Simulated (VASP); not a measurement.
# HfSnO4 (P-4m2) in VASP: vibrations by perturbation theory with PBEsol

Aim: the vibrations by perturbation theory of HfSnO4 with PBEsol.

Everything below comes from runs of VASP 6.6.1. Logs are shortened: lines on timing, memory, paths and dates and some standing lists are left out, and cuts for length are marked.

## 1. The cell of the first run

The structure is tetragonal, space group P-4m2 (No. 115). The conventional cell has a = 3.563 Å, b = 3.563 Å, c = 5.318 Å, α = 90.00°, β = 90.00°, γ = 90.00°. Within 2.7 Å of Hf (site symmetry -4m2) lie 8 O at 2.03 to 2.43 Å. Sn (site symmetry -4m2) has 8 O at 2.04 to 2.45 Å within 2.7 Å. O (site symmetry 2mm) has 2 Hf at 2.03 Å and 2 Sn at 2.45 Å and 6 O at 2.61 to 2.69 Å within 2.7 Å. Within 2.7 Å of O (site symmetry 2mm) lie 2 Sn at 2.04 Å and 2 Hf at 2.43 Å and 6 O at 2.61 to 2.69 Å.

## 2. Vibrations by perturbation theory, PBEsol

The input, INCAR:

```
PREC = Accurate
ENCUT = 520
EDIFF = 1E-8
ISMEAR = 0
SIGMA = 0.01
LREAL = F
LASPH = T
NELM = 60
ALGO = Normal
ISIF = 2
LWAVE = F
LCHARG = F
GGA = PS
NBANDS = 33
IBRION = 8
NSW = 1
LEPSILON = T
```

The input, KPOINTS:

```
regular mesh
0
Gamma
  6 6 4
```

The input, POSCAR:

```
HfSnO4
1.0
    3.5629525966      0.0000000000      0.0000000000
    0.0000000000      3.5629525966      0.0000000000
    0.0000000000      0.0000000000      5.3181175260
Hf Sn O
1 1 4
Direct
    0.5000000000      0.5000000000      0.5000000000
    0.0000000000      0.0000000000      0.0000000000
    0.5000000000      0.0000000000      0.6837917451
    0.0000000000      0.5000000000      0.8112081431
    0.0000000000      0.5000000000      0.3162082549
    0.5000000000      0.0000000000      0.1887918569
```

Potentials or basis: VASP PAW PBE potentials, release 64 (Hf_pv, Sn_d, O).

Run with:

```
> cat potpaw_PBE.64/Hf_pv/POTCAR potpaw_PBE.64/Sn_d/POTCAR potpaw_PBE.64/O/POTCAR > POTCAR
> mpirun -np 1 vasp_std > vasp.out
```

OUTCAR:

```text
PREC = Accurate
   ENCUT = 520
   EDIFF = 1E-8
   ISMEAR = 0
   LREAL = F
   LASPH = T
   NELM = 60
   ISIF = 2
   GGA = PS
   IBRION = 8
   NSW = 1
   LEPSILON = T

 ion  position               nearest neighbor table
   1  0.500  0.500  0.500-   3 2.03   5 2.03   3 2.03   5 2.03   4 2.43   6 2.43   4 2.43   6 2.43
                             2 3.66   2 3.66   2 3.66   2 3.66   2 3.66   2 3.66   2 3.66   2 3.66
   2  0.000  0.000  0.000-   4 2.04   6 2.04   4 2.04   6 2.04   5 2.45   5 2.45   3 2.45   3 2.45
                             1 3.66   1 3.66   1 3.66   1 3.66   1 3.66   1 3.66   1 3.66   1 3.66
   3  0.500  0.000  0.684-   1 2.03   1 2.03   2 2.45   2 2.45
   4  0.000  0.500  0.811-   2 2.04   2 2.04   1 2.43   1 2.43
   5  0.000  0.500  0.316-   1 2.03   1 2.03   2 2.45   2 2.45
   6  0.500  0.000  0.189-   2 2.04   2 2.04   1 2.43   1 2.43

  LATTYP: Found a simple tetragonal cell.
 ALAT       =     3.5629525966
 C/A-ratio  =     1.4926152908

  Lattice vectors:

 A1 = (   3.5629525966,   0.0000000000,   0.0000000000)
 A2 = (   0.0000000000,   3.5629525966,   0.0000000000)
 A3 = (   0.0000000000,   0.0000000000,   5.3181175260)

Analysis of symmetry for initial positions (statically):
=====================================================================
 Subroutine PRICEL returns:
 Original cell was already a primitive cell.

 Routine SETGRP: Setting up the symmetry group for a
 simple tetragonal supercell.

 Subroutine GETGRP returns: Found  8 space group operations
 (whereof  8 operations were pure point group operations)
 out of a pool of 16 trial point group operations.

The static configuration has the point symmetry D_2d.

Analysis of symmetry for dynamics (positions and initial velocities):
=====================================================================
 Subroutine PRICEL returns:
 Original cell was already a primitive cell.

 Routine SETGRP: Setting up the symmetry group for a
 simple tetragonal supercell.

 Subroutine GETGRP returns: Found  8 space group operations
 (whereof  8 operations were pure point group operations)
 out of a pool of 16 trial point group operations.

The dynamic configuration has the point symmetry D_2d.

 Subroutine INISYM returns: Found  8 space group operations
 (whereof  8 operations are pure point group operations),
 and found     1 'primitive' translations

----------------------------------------------------------------------------------------

                                     Primitive cell

  volume of cell :      67.5115

  direct lattice vectors                    reciprocal lattice vectors
[... 1119 lines left out ...]
  y     0.00000     0.00000     0.00000     0.00000    -0.95636     0.00000
  z     1.12864    -1.12864     0.00000     0.00000     0.00000     0.00000

 PIEZOELECTRIC TENSOR (including local field effects)  for field in x, y, z        (C/m^2)
          XX          YY          ZZ          XY          YZ          ZX
  --------------------------------------------------------------------------------
  x    -0.00000     0.00000     0.00000     0.00000     0.00000     0.22696
  y     0.00000     0.00000     0.00000     0.00000    -0.22696     0.00000
  z     0.26785    -0.26785     0.00000     0.00000     0.00000     0.00000

 BORN EFFECTIVE CHARGES (including local field effects) (in |e|, cummulative output)
 ---------------------------------------------------------------------------------
 ion    1
    1     5.46395     0.00000    -0.00000
    2     0.00000     5.46395     0.00000
    3     0.00000     0.00000     4.49165
 ion    2
    1     4.38057     0.00000     0.00000
    2     0.00000     4.38057     0.00000
    3     0.00000     0.00000     4.58345
 ion    3
    1    -1.85237     0.00000     0.00000
    2     0.00000    -3.61013     0.00000
    3     0.00000     0.00000    -2.32035
 ion    4
    1    -1.96734     0.00000    -0.00000
    2     0.00000    -2.41469     0.00000
    3     0.00000     0.00000    -2.21720
 ion    5
    1    -3.61013     0.00000     0.00000
    2     0.00000    -1.85237     0.00000
    3     0.00000     0.00000    -2.32035
 ion    6
    1    -2.41469     0.00000     0.00000
    2     0.00000    -1.96734     0.00000
    3     0.00000     0.00000    -2.21720

 INTERNAL STRAIN TENSOR FOR ION    6 for displacements in x,y,z  (eV/Angst):
          X           Y           Z          XY          YZ          ZX
  --------------------------------------------------------------------------------
  x     0.00000     0.00000     0.00000     0.00000     0.00000    -9.95290
  y     0.00000     0.00000     0.00000     0.00000     1.44767     0.00000
  z   -10.42231     6.94243    -6.71568     0.00000     0.00000     0.00000

 SECOND DERIVATIVES (NOT SYMMETRIZED)
 ------------------------------------
               1X          1Y          1Z          2X          2Y          2Z          3X          3Y          3Z          4X          4Y          4Z          5X          5Y          5Z          6X          6Y          6Z
  1X   -13.762164    0.000000    0.000000    0.863267    0.000000    0.000000    1.585179    0.000000    0.000000   -1.679243    0.000000    0.000000   12.211042    0.000000    0.000000    0.781918    0.000000    0.000000
  1Y     0.000000  -13.762164    0.000000    0.000000    0.863267    0.000000    0.000000   12.211042    0.000000    0.000000    0.781918    0.000000    0.000000    1.585179    0.000000    0.000000   -1.679243    0.000000
  1Z     0.000000    0.000000  -25.334010    0.000000    0.000000   12.466502    0.000000    0.000000    7.891176    0.000000    0.000000   -1.457422    0.000000    0.000000    7.891176    0.000000    0.000000   -1.457422
  2X     0.874540    0.000000    0.000000  -14.905994    0.000000    0.000000   -1.249648    0.000000    0.000000    0.381146    0.000000    0.000000    0.691665    0.000000    0.000000   14.208290    0.000000    0.000000
  2Y     0.000000    0.874540    0.000000    0.000000  -14.905994    0.000000    0.000000    0.691665    0.000000    0.000000   14.208290    0.000000    0.000000   -1.249648    0.000000    0.000000    0.381146    0.000000
  2Z     0.000000    0.000000   12.462448    0.000000    0.000000  -19.265300    0.000000    0.000000   -3.048896    0.000000    0.000000    6.450322    0.000000    0.000000   -3.048896    0.000000    0.000000    6.450322
  3X     1.588019    0.000000    0.000000   -1.256442    0.000000    0.000000   -3.886575    0.000000    0.000000    3.984557    0.000000    0.000000    0.274952    0.000000    0.000000   -0.704512    0.000000    0.000000
  3Y     0.000000   12.214855    0.000000    0.000000    0.686956    0.000000    0.000000  -20.097566    0.000000    0.000000    6.002481    0.000000    0.000000    0.276594    0.000000    0.000000    0.916681    0.000000
  3Z     0.000000    0.000000    7.894515    0.000000    0.000000   -3.050000    0.000000    0.000000  -13.089567    0.000000    0.000000    0.206063    0.000000    0.000000    1.532608    0.000000    0.000000    6.506382
  4X    -1.682493    0.000000    0.000000    0.375165    0.000000    0.000000    3.984530    0.000000    0.000000   -4.417609    0.000000    0.000000    0.912415    0.000000    0.000000    0.827991    0.000000    0.000000
  4Y     0.000000    0.786189    0.000000    0.000000   14.205988    0.000000    0.000000    5.998179    0.000000    0.000000  -21.111681    0.000000    0.000000   -0.706823    0.000000    0.000000    0.828148    0.000000
  4Z     0.000000    0.000000   -1.455139    0.000000    0.000000    6.440308    0.000000    0.000000    0.190771    0.000000    0.000000  -12.703581    0.000000    0.000000    6.493927    0.000000    0.000000    1.033713
  5X    12.214855    0.000000    0.000000    0.686956    0.000000    0.000000    0.276594    0.000000    0.000000    0.916681    0.000000    0.000000  -20.097566    0.000000    0.000000    6.002481    0.000000    0.000000
  5Y     0.000000    1.588019    0.000000    0.000000   -1.256442    0.000000    0.000000    0.274952    0.000000    0.000000   -0.704512    0.000000    0.000000   -3.886575    0.000000    0.000000    3.984557    0.000000
  5Z     0.000000    0.000000    7.894515    0.000000    0.000000   -3.050000    0.000000    0.000000    1.532608    0.000000    0.000000    6.506382    0.000000    0.000000  -13.089567    0.000000    0.000000    0.206063
  6X     0.786189    0.000000    0.000000   14.205988    0.000000    0.000000   -0.706823    0.000000    0.000000    0.828148    0.000000    0.000000    5.998179    0.000000    0.000000  -21.111681    0.000000    0.000000
  6Y     0.000000   -1.682493    0.000000    0.000000    0.375165    0.000000    0.000000    0.912415    0.000000    0.000000    0.827991    0.000000    0.000000    3.984530    0.000000    0.000000   -4.417609    0.000000
  6Z     0.000000    0.000000   -1.455139    0.000000    0.000000    6.440308    0.000000    0.000000    6.493927    0.000000    0.000000    1.033713    0.000000    0.000000    0.190771    0.000000    0.000000  -12.703581

 Eigenvectors and eigenvalues of the dynamical matrix
 ----------------------------------------------------

   1 f  =   20.452300 THz   128.505594 2PiTHz  682.215309 cm-1    84.583880 meV
             X         Y         Z           dx          dy          dz
      1.781476  1.781476  2.659059    -0.084015    0.002287    0.000000
      0.000000  0.000000  0.000000     0.145792   -0.003968   -0.000000
      1.781476  0.000000  3.636485    -0.025779   -0.017646    0.000000
      0.000000  1.781476  4.314100     0.002669    0.020182    0.000000
      0.000000  1.781476  1.681633     0.648366    0.000702   -0.000000
      1.781476  0.000000  1.004017    -0.741549   -0.000073    0.000000
[... 145 lines left out ...]
  18 f/i=    0.022470 THz     0.141182 2PiTHz    0.749513 cm-1     0.092928 meV
             X         Y         Z           dx          dy          dz
      1.781476  1.781476  2.659059    -0.698547    0.072031   -0.000000
      0.000000  0.000000  0.000000    -0.561458    0.057895   -0.000000
      1.781476  0.000000  3.636485    -0.224024    0.021572   -0.000000
      0.000000  1.781476  4.314100    -0.222271    0.021362   -0.000000
      0.000000  1.781476  1.681633    -0.209205    0.023100   -0.000000
      1.781476  0.000000  1.004017    -0.207170    0.022919   -0.000000

--------------------------------------------------------------------------------------------------------

 MACROSCOPIC STATIC DIELECTRIC TENSOR IONIC CONTRIBUTION
 ------------------------------------------------------
         322.940425    -0.000000     0.000000
          -0.000000   322.940425     0.000000
           0.000000     0.000000    11.750859
 ------------------------------------------------------

 ELASTIC MODULI CONTR FROM IONIC RELAXATION (kBar)
 Direction    XX          YY          ZZ          XY          YZ          ZX
 --------------------------------------------------------------------------------
 XX       -1048.0031    652.3967   -443.2378      0.0000     -0.0000      0.0000
 YY         652.3967  -1048.0031   -443.2378      0.0000      0.0000     -0.0000
 ZZ        -443.2378   -443.2378  -1022.1534      0.0000      0.0000     -0.0000
 XY           0.0000      0.0000      0.0000      0.0000      0.0000      0.0000
 YZ          -0.0000      0.0000      0.0000      0.0000  -3402.7768     -0.0000
 ZX           0.0000     -0.0000     -0.0000      0.0000     -0.0000  -4729.4317
 --------------------------------------------------------------------------------

 PIEZOELECTRIC TENSOR IONIC CONTR  for field in x, y, z        (C/m^2)
          XX          YY          ZZ          XY          YZ          ZX
  --------------------------------------------------------------------------------
  x    -0.00000     0.00000     0.00000     0.00000     0.00000    32.42461
  y    -0.00000     0.00000     0.00000     0.00000   -26.62815    -0.00000
  z     0.99346    -0.99346     0.00000     0.00000    -0.00000     0.00000
```

Wall time 29 min (1 thread of Intel Xeon Platinum 8559C (Emerald Rapids), shared host); peak memory 0.6 GiB.

What came out:

- Electronic dielectric tensor (diagonal): 5.37, 5.37, 5.10
- Born charges (mean of the diagonal): Hf +5.14; Sn +4.45; O -2.59, -2.20 (each value once) e
- Highest phonon frequency at Γ, LO-TO splitting left out: 682 cm⁻¹

Phonon frequencies in cm⁻¹ (negative: imaginary):
| q point | frequencies |
| --- | --- |
| (0.000, 0.000, 0.000) | -1 -1 0 34 34 126 126 207 319 366 371 371 525 525 577 590 682 682 |

Electronic dielectric tensor:
```
5.37 0.00 0.00
0.00 5.37 0.00
0.00 0.00 5.10
```

Born effective charge tensors (e):
atom 1, Hf
```
5.46 0.00 0.00
0.00 5.46 0.00
0.00 0.00 4.49
```
atom 2, Sn
```
4.38 0.00 0.00
0.00 4.38 0.00
0.00 0.00 4.58
```
atom 3, O
```
-1.85  0.00  0.00
 0.00 -3.61  0.00
 0.00  0.00 -2.32
```
atom 4, O
```
-1.97  0.00  0.00
 0.00 -2.41  0.00
 0.00  0.00 -2.22
```
atom 5, O
```
-3.61  0.00  0.00
 0.00 -1.85  0.00
 0.00  0.00 -2.32
```
atom 6, O
```
-2.41  0.00  0.00
 0.00 -1.97  0.00
 0.00  0.00 -2.22
```

Caveat: the cell stands under pressure or tension, which shifts response properties; spin-orbit coupling is left out, which moves the levels of the heavy elements.
